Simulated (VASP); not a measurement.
Input of a VASP 6.6.1 run:

Contents of INCAR:

```
SYSTEM = Sc
PREC = Accurate ; ENCUT = 520
EDIFF = 1E-7 ; ISMEAR = 0
SIGMA = 0.15 ; LREAL = .False.
LASPH = .True. ; NELM = 100
ALGO = Fast ; ISIF = 2
LWAVE = .False. ; LCHARG = .False.
GGA = PS ; NBANDS = 18
```

KPOINTS

```
Automatic mesh
0
Gamma
  18 18 10
  0 0 0
```

The input POSCAR:

```
Sc
1.0
    3.3584298657      0.0000000000      0.0000000000
   -1.6792149328      2.9084855806      0.0000000000
    0.0000000000      0.0000000000      5.2680000000
Sc
2
Direct
    0.3333333333      0.6666666667      0.2500000000
    0.6666666667      0.3333333333      0.7500000000
```

Potentials or basis: VASP PAW PBE potentials, release 64 (Sc_sv).

Launch:

```sh
$ cat potpaw_PBE.64/Sc_sv/POTCAR > POTCAR
$ mpirun -np 1 vasp_std > vasp.out
```

(1) Estimate the pressure.

(2) What does it give for the band gap on the k mesh?

Answers

(1) -4.1 GPa.

(2) zero (band 11 reaches 4.25 eV, above the bottom of band 12 at 2.88 eV).

Caveat: the cell differs from its parent crystal (strain +0.015 along x and y, +0.000 along z); the PAW data sets were made with another functional, which shifts forces and pressure a little.
